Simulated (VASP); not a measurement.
# Mg (Im-3m) in VASP: further runs

Runs on Mg. Level: r2SCAN. Tasks: single point.

Program: VASP 6.6.1. These are calculated values, not measurements. Logs are shortened: lines on timing, memory, paths and dates and some standing lists are left out, and cuts for length are marked.

### Step 1. The cell of the first run

It takes space group Im-3m (No. 229, cubic). Conventional cell: a = 3.555 Å, b = 3.555 Å, c = 3.555 Å, α = 90.00°, β = 90.00°, γ = 90.00°. Within 4.1 Å of Mg (site symmetry m-3m) lie 14 Mg at 3.08 to 3.55 Å.

### Step 2. Single point, r2SCAN

File POSCAR:

```
Mg
1.0
   -1.7773617138      1.7773617138      1.7773617138
    1.7773617138     -1.7773617138      1.7773617138
    1.7773617138      1.7773617138     -1.7773617138
Mg
1
Direct
    0.0000000000      0.0000000000      0.0000000000
```

File INCAR.step1:

```
PREC     = Accurate       # precision mode
ENCUT    = 660            # plane-wave cutoff, eV
ISMEAR   = -1             # smearing method
SIGMA    = 0.1            # smearing width, eV
LREAL    = F              # projectors in reciprocal space
LASPH    = T              # aspherical terms in the spheres
NELM     = 120            # most SCF steps
NBANDS   = 7              # bands
GGA      = PE             # functional
ALGO     = Normal         # electronic algorithm
EDIFF    = 1E-5           # SCF threshold, eV
LWAVE    = T              # write WAVECAR
LCHARG   = F              # write CHGCAR
GGA_COMPAT= F
```

File INCAR.step2:

```
PREC     = Accurate       # precision mode
ENCUT    = 660            # plane-wave cutoff, eV
EDIFF    = 1E-6           # SCF threshold, eV
ISMEAR   = -1             # smearing method
SIGMA    = 0.1            # smearing width, eV
LREAL    = F              # projectors in reciprocal space
LASPH    = T              # aspherical terms in the spheres
NELM     = 120            # most SCF steps
ALGO     = Normal         # electronic algorithm
ISIF     = 2              # what is computed and relaxed
LWAVE    = F              # write WAVECAR
LCHARG   = F              # write CHGCAR
METAGGA  = R2SCAN         # meta-GGA
LMIXTAU  = T            
NBANDS   = 7              # bands
ISTART   = 1            
GGA_COMPAT= F
```

File KPOINTS:

```
regular mesh
0
Gamma
  7 7 7
```

Potentials or basis: VASP PAW PBE potentials, release 64 (Mg).

Command:

```bash
$ cat potpaw_PBE.64/Mg/POTCAR > POTCAR
$ cp INCAR.step1 INCAR
$ mpirun -np 1 vasp_std > vasp.out
$ cp INCAR.step2 INCAR
$ mpirun -np 1 vasp_std > vasp.out
```

OUTCAR:

```text
PREC = Accurate
   ENCUT = 660
   EDIFF = 1E-6
   ISMEAR = -1
   LREAL = F
   LASPH = T
   NELM = 120
   ISIF = 2
   METAGGA = R2SCAN
   ISTART = 1

 ion  position               nearest neighbor table
   1  0.000  0.000  0.000-

  LATTYP: Found a body centered cubic cell.
 ALAT       =     3.5547234276

  Lattice vectors:

 A1 = (  -1.7773617138,   1.7773617138,   1.7773617138)
 A2 = (   1.7773617138,  -1.7773617138,   1.7773617138)
 A3 = (   1.7773617138,   1.7773617138,  -1.7773617138)

Analysis of symmetry for initial positions (statically):
=====================================================================
 Subroutine PRICEL returns:
 Original cell was already a primitive cell.

 Routine SETGRP: Setting up the symmetry group for a
 body centered cubic supercell.

 Subroutine GETGRP returns: Found 48 space group operations
 (whereof 48 operations were pure point group operations)
 out of a pool of 48 trial point group operations.

The static configuration has the point symmetry O_h .

Analysis of symmetry for dynamics (positions and initial velocities):
=====================================================================
 Subroutine PRICEL returns:
 Original cell was already a primitive cell.

 Routine SETGRP: Setting up the symmetry group for a
 body centered cubic supercell.

 Subroutine GETGRP returns: Found 48 space group operations
 (whereof 48 operations were pure point group operations)
 out of a pool of 48 trial point group operations.

The dynamic configuration has the point symmetry O_h .

 Subroutine INISYM returns: Found 48 space group operations
 (whereof 48 operations are pure point group operations),
 and found     1 'primitive' translations

----------------------------------------------------------------------------------------

                                     Primitive cell

  volume of cell :      22.4588

  direct lattice vectors                    reciprocal lattice vectors
    -1.777361714  1.777361714  1.777361714     0.000000000  0.281315838  0.281315838
     1.777361714 -1.777361714  1.777361714     0.281315838  0.000000000  0.281315838
     1.777361714  1.777361714 -1.777361714     0.281315838  0.281315838  0.000000000

  length of vectors
     3.078480792  3.078480792  3.078480792     0.397840673  0.397840673  0.397840673

  position of ions in fractional coordinates (direct lattice)
     0.000000000  0.000000000  0.000000000

  ion indices of the primitive-cell ions
   primitive index   ion index
                 1           1

----------------------------------------------------------------------------------------

 KPOINTS: regular mesh

Automatic generation of k-mesh.
 Grid dimensions read from file:
 generate k-points for:    7    7    7

 Generating k-lattice:

  Cartesian coordinates                     Fractional coordinates (reciprocal lattice)
     0.000000000  0.040187977  0.040187977     0.142857143  0.000000000  0.000000000
     0.040187977  0.000000000  0.040187977     0.000000000  0.142857143  0.000000000
     0.040187977  0.040187977  0.000000000     0.000000000  0.000000000  0.142857143

  Length of vectors
     0.056834382  0.056834382  0.056834382

  Shift w.r.t. Gamma in fractional coordinates (k-lattice)
     0.000000000  0.000000000  0.000000000

 Subroutine IBZKPT returns following result:
 ===========================================

 Found     20 irreducible k-points:

 Following reciprocal coordinates:
            Coordinates               Weight
  0.000000  0.000000  0.000000      1.000000
  0.142857  0.000000  0.000000     12.000000
  0.285714  0.000000  0.000000     12.000000
  0.428571  0.000000  0.000000     12.000000
  0.142857  0.142857  0.000000     24.000000
  0.285714  0.142857 -0.000000     48.000000
[... 12 lines left out ...]
 -0.428571 -0.428571  0.285714      8.000000
 -0.428571  0.428571  0.428571      6.000000
   k-points           NKPTS =     20   k-points in BZ     NKDIM =     20   number of bands    NBANDS=      7
   number of dos      NEDOS =    301   number of ions     NIONS =      1
   total plane-waves  NPLWV =  21952
   dimension x,y,z NGX =    28 NGY =   28 NGZ =   28
   dimension x,y,z NGXF=    56 NGYF=   56 NGZF=   56
   ions per type =               1
   NGX,Y,Z   is equivalent  to a cutoff of  15.12, 15.12, 15.12 a.u.
   NGXF,Y,Z  is equivalent  to a cutoff of  30.24, 30.24, 30.24 a.u.
 SYSTEM =  unknown system
   PREC   = accura    normal or accurate (medium, high low for compatibility)
   ISTART =      1    job   : 0-new  1-cont  2-samecut
   ICHARG =      0    charge: 1-file 2-atom 10-const
   ISPIN  =      1    spin polarized calculation?
   LNONCOLLINEAR =      F non collinear calculations
   LSORBIT =      F    spin-orbit coupling
   LASPH  =      T    aspherical Exc in radial PAW
   ENCUT  =  660.0 eV  48.51 Ry    6.96 a.u.   6.45  6.45  6.45*2*pi/ulx,y,z
   NELM   =    120;   NELMIN=  2; NELMDL=  0     # of ELM steps
   EDIFF  = 0.1E-05   stopping-criterion for ELM
   LREAL  =      F    real-space projection
   EDIFFG = 0.1E-04   stopping-criterion for IOM
   NSW    =      0    number of steps for IOM
   IBRION =     -1    ionic relax: 0-MD 1-quasi-New 2-CG
   NFREE  =      0    steps in history (QN), initial steepest desc. (CG)
   ISIF   =      2    stress and relaxation
   ISYM   =      2    0-nonsym 1-usesym 2-fastsym
   POTIM  = 0.5000    time-step for ionic-motion
   TEBEG  =    0.0;   TEEND  =   0.0 temperature during run
   PSTRESS=    0.0 pullay stress
   NELECT =       2.0000    total number of electrons
   NUPDOWN=      -1.0000    fix difference up-down
   EMIN   =  10.00;   EMAX   =-10.00  energy-range for DOS
   EFERMI =   0.00;   METHOD = LEGACY
   ISMEAR =    -1;   SIGMA  =   0.10  broadening in eV -4-tet -1-fermi 0-gaus
   EFERMI_NEDOS =   21; number of points for ismear=-14 and -15
   IALGO  =     38    algorithm
   IMIX   =      4    mixing-type and parameters
     AMIX     =   0.40;   BMIX     =  1.00
     AMIX_MAG =   1.60;   BMIX_MAG =  1.00
  volume/ion in A,a.u.               =      22.46       151.56
  Fermi-wavevector in a.u.,A,eV,Ry     =   0.731064  1.381512  7.271705  0.534455
  Thomas-Fermi vector in A             =   1.823189
   LORBIT       =      0    0 simple, 1 ext, 2 COOP (PROOUT), +10 PAW based schemes
   METAGGA = R2SCAN    functional components
   LHFCALC =     F    Hartree Fock is set to
   AEXX    =    0.0000 exact exchange contribution
   IVDW    =     0    specifies the selected vdW correction
   LEPSILON=     F    determine dielectric tensor
   LRPA    =     F    only Hartree local field effects (RPA)
 non-spin polarized calculation
  energy-cutoff  :      660.00
  volume of cell :       22.46
 maximum number of plane-waves:       887
 NGX is ok and might be reduce to    28
   NGX = 13   NGY = 13   NGZ = 13

 number of electron       2.0000000 magnetization

 Free energy of the ion-electron system (eV)
  ---------------------------------------------------
  ext. energy  EPLUGINS =         0.00000000
  ---------------------------------------------------
  free energy    TOTEN  =        -4.15543692 eV

  energy without entropy =       -4.15001039  energy(sigma->0) =       -4.15272365

 E-fermi :   2.6507     XC(G=0):  -9.1100

 val. band max:        2.3817279706   @ k =  -0.4286  -0.4286   0.1429
 cond. band min:       3.2045416703   @ k =  -0.4286  -0.4286   0.1429
 fundamental gap:      0.8228136997
 Fermi energy:         2.6506547214

 k-point     1 :       0.0000    0.0000    0.0000
  band No.  band energies     occupation
      1      -4.7184      2.00000
      2      16.8360      0.00000
      3      16.8360      0.00000
      4      16.8360      0.00000
      5      19.0154      0.00000
      6      19.0154      0.00000
      7      19.4822      0.00000

 k-point     2 :       0.1429    0.0000    0.0000
  band No.  band energies     occupation
      1      -4.2007      2.00000
      2      12.7414      0.00000
      3      15.0446      0.00000
      4      15.3929      0.00000
      5      16.6696      0.00000
      6      17.5517      0.00000
      7      19.9409      0.00000

 k-point     3 :       0.2857    0.0000    0.0000
  band No.  band energies     occupation
      1      -2.6642      2.00000
      2       7.6679      0.00000
      3      13.1404      0.00000
      4      13.9001      0.00000
      5      14.8580      0.00000
      6      16.3467      0.00000
      7      21.2950      0.00000

 k-point     4 :       0.4286    0.0000    0.0000
  band No.  band energies     occupation
      1      -0.1726      2.00000
      2       3.3843      0.00130
      3      12.1481      0.00000
      4      13.1339      0.00000
      5      13.9528      0.00000
      6      15.5422      0.00000
      7      22.9945      0.00000

 k-point     5 :       0.1429    0.1429    0.0000
  band No.  band energies     occupation
      1      -3.1736      2.00000
      2      10.0585      0.00000
      3      10.9156      0.00000
      4      13.9667      0.00000
      5      16.8587      0.00000
      6      17.9258      0.00000
      7      20.7740      0.00000

 k-point     6 :       0.2857    0.1429   -0.0000
  band No.  band energies     occupation
      1      -1.1543      2.00000
      2       5.7319      0.00000
      3       9.1781      0.00000
      4      12.7016      0.00000
      5      16.0304      0.00000
      6      18.7415      0.00000
      7      20.3006      0.00000

 k-point     7 :       0.4286    0.1429    0.0000
  band No.  band energies     occupation
      1       1.4242      1.99999
      2       2.2823      1.95095
      3       8.6852      0.00000
      4      12.2627      0.00000
      5      15.6135      0.00000
      6      18.8321      0.00000
      7      21.5679      0.00000
[... 81 lines left out ...]
 k-point    16 :      -0.4286   -0.4286    0.1429
  band No.  band energies     occupation
      1       2.3817      1.87278
      2       3.2045      0.00783
      3       6.4511      0.00000
      4      13.1192      0.00000
      5      15.9226      0.00000
      6      16.1127      0.00000
      7      17.8782      0.00000

 k-point    17 :      -0.2857    0.2857    0.2857
  band No.  band energies     occupation
      1      -0.6525      2.00000
      2       8.9885      0.00000
      3       8.9885      0.00000
      4       9.2755      0.00000
      5      12.1313      0.00000
      6      19.6042      0.00000
      7      20.8724      0.00000

 k-point    18 :      -0.4286    0.4286    0.2857
  band No.  band energies     occupation
      1       1.7831      1.99966
      2       5.2333      0.00000
      3       8.0912      0.00000
      4       9.4501      0.00000
      5      12.5308      0.00000
      6      16.0822      0.00000
      7      20.8820      0.00000

 k-point    19 :      -0.4286   -0.4286    0.2857
  band No.  band energies     occupation
      1       4.3037      0.00000
      2       4.3037      0.00000
      3       5.7646      0.00000
      4      11.0789      0.00000
      5      11.0789      0.00000
      6      13.9644      0.00000
      7      21.3862      0.00000

 k-point    20 :      -0.4286    0.4286    0.4286
  band No.  band energies     occupation
      1       4.1509      0.00000
      2       7.1988      0.00000
      3       7.1988      0.00000
      4       7.2024      0.00000
      5       9.3057      0.00000
      6      12.7136      0.00000
      7      25.7594      0.00000

------------------------ aborting loop because EDIFF is reached ----------------------------------------

  FORCE on cell =-STRESS in cart. coord.  units (eV):
  Direction    XX          YY          ZZ          XY          YZ          ZX
  --------------------------------------------------------------------------------------
  -------------------------------------------------------------------------------------
  Total       -0.0349334     -0.0349334     -0.0349334      0.0000000      0.0000000      0.0000000
  in kB       -2.4920946     -2.4920946     -2.4920946      0.0000000      0.0000000      0.0000000
  external PRESSURE =      -2.4920946 kB  Pullay stress =       0.0000000 kB

 VOLUME and BASIS-vectors are now :
 -----------------------------------------------------------------------------
  energy-cutoff  :      660.00
  volume of cell :       22.46
      direct lattice vectors                 reciprocal lattice vectors
    -1.777361714  1.777361714  1.777361714     0.000000000  0.281315838  0.281315838
     1.777361714 -1.777361714  1.777361714     0.281315838  0.000000000  0.281315838
     1.777361714  1.777361714 -1.777361714     0.281315838  0.281315838  0.000000000

 POSITION                                       TOTAL-FORCE (eV/Angst)
 -----------------------------------------------------------------------------------
      0.00000      0.00000      0.00000        -0.000000      0.000000      0.000000
 -----------------------------------------------------------------------------------
    total drift:                               -0.000000     -0.000000     -0.000000

  FREE ENERGIE OF THE ION-ELECTRON SYSTEM (eV)
  ---------------------------------------------------
  free  energy   TOTEN  =        -4.1554369206 eV

  energy  without entropy=       -4.1500103850  energy(sigma->0) =       -4.15272365
```

Wall time 10 s (1 thread of Intel Xeon 6975P-C (Granite Rapids), shared host); peak memory 0.15 GiB.

What came out:

| Property | Result |
| --- | --- |
| Free energy | -4.1554 eV |
| Pressure | -0.2 GPa |
| Band gap on the k mesh | zero (band 1 reaches 4.30 eV, above the bottom of band 2 at 2.28 eV) |

Caveat: the PAW data sets were made with another functional, which shifts forces and pressure a little.

(Part 1 of 2 ends here.)
